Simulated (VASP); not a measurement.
# HfN in VASP: relaxation of the atoms with PBE

Aim: the relaxation of the atoms of HfN with PBE.

Everything below comes from runs of VASP 6.6.1. Logs are shortened: lines on timing, memory, paths and dates and some standing lists are left out, and cuts for length are marked.

### 1 The cell of the first run

The cell holds a slab with vacuum, 6 atoms: a = 3.216 Å, b = 3.216 Å, c = 18.548 Å, α = 90.00°, β = 90.00°, γ = 90.00°.

### 2 Relaxation of the atoms, PBE

INCAR

```
SYSTEM = HfN
PREC = Accurate
ENCUT = 520
EDIFF = 1E-7
ISMEAR = 0
SIGMA = 0.1
LREAL = .False.
LASPH = .True.
NELM = 60
ALGO = Normal
ISIF = 2
LWAVE = .False.
LCHARG = .False.
LDIPOL = .True.
IDIPOL = 3
DIPOL = 0.5 0.5 0.500
GGA = PE
IBRION = 2
NSW = 70
EDIFFG = -0.03
```

KPOINTS

```
Automatic mesh
0
Gamma
  9 9 1
  0 0 0
```

POSCAR

```
HfN
1.0
    3.2158709288      0.0000000000      0.0000000000
    0.0000000000      3.2158709288      0.0000000000
    0.0000000000      0.0000000000     18.5479282824
Hf N
3 3
Selective dynamics
Direct
    0.5000000000      0.5000000000      0.3774006398  F F F
    0.0000000000      0.0000000000      0.5000000000  T T T
    0.5000000000      0.5000000000      0.6225993602  T T T
    0.0000000000      0.0000000000      0.3774006398  F F F
    0.5000000000      0.5000000000      0.5000000000  T T T
    0.0000000000      0.0000000000      0.6225993602  T T T
```

Potentials or basis: VASP PAW PBE potentials, release 64 (Hf_pv, N).

The run is started by

```bash
cat potpaw_PBE.64/Hf_pv/POTCAR potpaw_PBE.64/N/POTCAR > POTCAR
mpirun -np 1 vasp_std > vasp.out
```

OUTCAR:

```text
SYSTEM = HfN
   PREC = Accurate
   ENCUT = 520
   EDIFF = 1E-7
   ISMEAR = 0
   LREAL = .False.
   LASPH = .True.
   NELM = 60
   ISIF = 2
   GGA = PE
   IBRION = 2
   NSW = 70
   EDIFFG = -0.03

 ion  position               nearest neighbor table
   1  0.500  0.500  0.377-   5 2.27   4 2.27   4 2.27   4 2.27   4 2.27   2 3.22   2 3.22   2 3.22
                             2 3.22
   2  0.000  0.000  0.500-   4 2.27   6 2.27   5 2.27   5 2.27   5 2.27   5 2.27   3 3.22   3 3.22
                             1 3.22   3 3.22   1 3.22   1 3.22   3 3.22   1 3.22
   3  0.500  0.500  0.623-   5 2.27   6 2.27   6 2.27   6 2.27   6 2.27   2 3.22   2 3.22   2 3.22
                             2 3.22
   4  0.000  0.000  0.377-   2 2.27   1 2.27   1 2.27   1 2.27   1 2.27
   5  0.500  0.500  0.500-   1 2.27   3 2.27   2 2.27   2 2.27   2 2.27   2 2.27
   6  0.000  0.000  0.623-   2 2.27   3 2.27   3 2.27   3 2.27   3 2.27

  LATTYP: Found a simple tetragonal cell.
 ALAT       =     3.2158709288
 C/A-ratio  =     5.7676221133

  Lattice vectors:

 A1 = (   3.2158709288,   0.0000000000,   0.0000000000)
 A2 = (   0.0000000000,   3.2158709288,   0.0000000000)
 A3 = (   0.0000000000,   0.0000000000,  18.5479282824)

Analysis of symmetry for initial positions (statically):
=====================================================================
 Subroutine PRICEL returns:
 Original cell was already a primitive cell.

 Routine SETGRP: Setting up the symmetry group for a
 simple tetragonal supercell.

 Subroutine GETGRP returns: Found 16 space group operations
 (whereof 16 operations were pure point group operations)
 out of a pool of 16 trial point group operations.

The static configuration has the point symmetry D_4h.

Analysis of symmetry for dynamics (positions and initial velocities):
=====================================================================
 Subroutine PRICEL returns:
 Original cell was already a primitive cell.

 Routine SETGRP: Setting up the symmetry group for a
 simple tetragonal supercell.

 Subroutine GETGRP returns: Found 16 space group operations
 (whereof 16 operations were pure point group operations)
 out of a pool of 16 trial point group operations.

The dynamic configuration has the point symmetry D_4h.
[... 150 lines left out ...]

--------------------------------------- Ionic step        1  -------------------------------------------

 number of electron      44.9999996 magnetization

 Free energy of the ion-electron system (eV)
  ---------------------------------------------------
  ext. energy  EPLUGINS =         0.00000000
  ---------------------------------------------------
  free energy    TOTEN  =       -63.06054411 eV

  energy without entropy =      -63.04953125  energy(sigma->0) =      -63.05503768

------------------------ aborting loop because EDIFF is reached ----------------------------------------

  FORCE on cell =-STRESS in cart. coord.  units (eV):
  Direction    XX          YY          ZZ          XY          YZ          ZX
  --------------------------------------------------------------------------------------
  -------------------------------------------------------------------------------------
  Total       -7.2609470     -7.2609470     -3.0553473      0.0000000      0.0000000     -0.0000000
  in kB      -60.6472653    -60.6472653    -25.5198749      0.0000000      0.0000000     -0.0000000
  external PRESSURE =     -48.9381352 kB  Pullay stress =       0.0000000 kB
[... 21 lines left out ...]
  FREE ENERGIE OF THE ION-ELECTRON SYSTEM (eV)
  ---------------------------------------------------
  free  energy   TOTEN  =       -63.0605441129 eV

  energy  without entropy=      -63.0495312535  energy(sigma->0) =      -63.05503768

 dipolmoment           0.000000      0.000000      0.005009 electrons x Angstroem

--------------------------------------- Ionic step        2  -------------------------------------------

 number of electron      44.9999994 magnetization

------------------------ aborting loop because EDIFF is reached ----------------------------------------
[... 69 lines left out ...]
  FREE ENERGIE OF THE ION-ELECTRON SYSTEM (eV)
  ---------------------------------------------------
  free  energy   TOTEN  =       -63.1916490456 eV

  energy  without entropy=      -63.1800476418  energy(sigma->0) =      -63.18584834

[... ionic steps 4 to 9 ...]

--------------------------------------- Ionic step       10  -------------------------------------------

 number of electron      45.0000000 magnetization

------------------------ aborting loop because EDIFF is reached ----------------------------------------
[... 75 lines left out ...]
--------------------------------------- Ionic step       12  -------------------------------------------

 number of electron      45.0000000 magnetization

 dipolmoment           0.000000      0.000000     -0.020472 electrons x Angstroem

 Free energy of the ion-electron system (eV)
  ---------------------------------------------------
  ext. energy  EPLUGINS =         0.00000000
  ---------------------------------------------------
  free energy    TOTEN  =       -63.22879306 eV

  energy without entropy =      -63.21381497  energy(sigma->0) =      -63.22130402

 E-fermi :   1.3412     XC(G=0):  -5.7579

 val. band max:        1.3355326086   @ k =   0.1111   0.1111   0.0000
 cond. band min:       1.3484816235   @ k =   0.4444   0.2222   0.0000
 fundamental gap:      0.0129490149
 Fermi energy:         1.3411748442

 k-point     1 :       0.0000    0.0000    0.0000
  band No.  band energies     occupation
      1     -30.8024      2.00000
      2     -30.5980      2.00000
      3     -30.2619      2.00000
      4     -30.2619      2.00000
      5     -30.0811      2.00000
      6     -30.0811      2.00000
[... 439 lines left out ...]
     26       3.8184      0.00000
     27       5.0534      0.00000

------------------------ aborting loop because EDIFF is reached ----------------------------------------

 vacuum level on the upper side and lower side of the slab       (xc-potential included)        -0.460        -0.283

  FORCE on cell =-STRESS in cart. coord.  units (eV):
  Direction    XX          YY          ZZ          XY          YZ          ZX
  --------------------------------------------------------------------------------------
  -------------------------------------------------------------------------------------
  Total       -6.4347478     -6.4347478     -0.0449957      0.0000000     -0.0000000     -0.0000000
  in kB      -53.7464131    -53.7464131     -0.3758278      0.0000000     -0.0000000     -0.0000000
  external PRESSURE =     -35.9562180 kB  Pullay stress =       0.0000000 kB
[... 21 lines left out ...]
  FREE ENERGIE OF THE ION-ELECTRON SYSTEM (eV)
  ---------------------------------------------------
  free  energy   TOTEN  =       -63.2287930637 eV

  energy  without entropy=      -63.2138149738  energy(sigma->0) =      -63.22130402

 reached required accuracy - stopping structural energy minimisation

 vacuum level on the upper side and lower side of the slab         3.628         3.814
```

OSZICAR:

```text
N       E                     dE             d eps       ncg     rms          rms(c)
DAV:   1     0.264451268226E+03    0.26445E+03   -0.24179E+04  1002   0.143E+03
DAV:   2    -0.466962331550E+02   -0.31115E+03   -0.30480E+03  1009   0.342E+02
DAV:   3    -0.737910525930E+02   -0.27095E+02   -0.26762E+02   944   0.873E+01
[... 168 lines left out ...]
DAV:   3    -0.632289076608E+02   -0.96314E-04   -0.96670E-04  1085   0.194E-01    0.717E-02
DAV:   4    -0.632287949897E+02    0.11267E-03   -0.67362E-04  1123   0.161E-01    0.250E-02
DAV:   5    -0.632287931016E+02    0.18881E-05   -0.31149E-05  1019   0.334E-02    0.861E-03
DAV:   6    -0.632287930742E+02    0.27399E-07   -0.29524E-06  1020   0.111E-02    0.469E-03
DAV:   7    -0.632287930637E+02    0.10544E-07   -0.43196E-07   883   0.444E-03
  12 F= -.63228793E+02 E0= -.63221304E+02  d E =-.121902E-03
```

CONTCAR:

```text
HfN
   1.00000000000000
     3.2158709287999998    0.0000000000000000    0.0000000000000000
     0.0000000000000000    3.2158709287999998    0.0000000000000000
     0.0000000000000000    0.0000000000000000   18.5479282824000009
  Hf              N
     3     3
Selective dynamics
Direct
     0.5000000000000000    0.5000000000000000    0.3774006398000012   F   F   F
     0.0000000000000000    0.0000000000000000    0.4975891501772530   T   T   T
     0.5000000000000000    0.5000000000000000    0.6127590478942002   T   T   T
     0.0000000000000000    0.0000000000000000    0.3774006398000012   F   F   F
     0.5000000000000000    0.5000000000000000    0.4947886426778152   T   T   T
     0.0000000000000000    0.0000000000000000    0.6243406826772417   T   T   T

  0.00000000E+00  0.00000000E+00  0.00000000E+00
  0.00000000E+00  0.00000000E+00  0.00000000E+00
  0.00000000E+00  0.00000000E+00  0.00000000E+00
  0.00000000E+00  0.00000000E+00  0.00000000E+00
  0.00000000E+00  0.00000000E+00  0.00000000E+00
  0.00000000E+00  0.00000000E+00  0.00000000E+00
```

It took 11 min on 1 thread of Intel Xeon Platinum 8259CL at 2.50GHz (Skylake/Cascade Lake), shared host; peak memory 0.31 GiB.

Results:

```yaml
Free_energy: -63.2288 eV
Energy_gained_by_relaxing: 28.0 meV/atom
Ionic_steps: 12
Band_gap_on_the_k_mesh: zero (an odd number of electrons rules out a gap without spin polarisation)
```

Step by step:
```tsv
step	energy change (eV)	largest force on free atoms (eV/Å)	pressure (GPa)
1	0.0000	1.5050	-4.89
2	-0.1083	0.7284	-4.56
3	-0.1311	0.7105	-4.22
4	-0.1320	0.6220	-4.29
5	-0.1512	0.3558	-4.30
6	-0.1593	0.2050	-4.26
7	-0.1630	0.1647	-4.10
8	-0.1652	0.1863	-3.87
9	-0.1679	0.0469	-3.70
10	-0.1681	0.0446	-3.63
11	-0.1682	0.0410	-3.57
12	-0.1682	0.0088	-3.60
```

Final structure:
```
Hf N
1.0
     3.21587    0.00000    0.00000
     0.00000    3.21587    0.00000
     0.00000    0.00000   18.54793
Hf N
3 3
Direct
  0.50000 0.50000 0.37740
  0.00000 0.00000 0.49759
  0.50000 0.50000 0.61276
  0.00000 0.00000 0.37740
  0.50000 0.50000 0.49479
  0.00000 0.00000 0.62434
```

Levels at points of the mesh, in eV from the Fermi level:
```tsv
k point	band 21	band 22	band 23	band 24	band 25	band 26
(0.00, 0.00, 0.00)	-2.58	-2.58	-2.06	-0.62	-0.33	0.51
```

Caveat: spin-orbit coupling is left out, which moves the levels of the heavy elements.
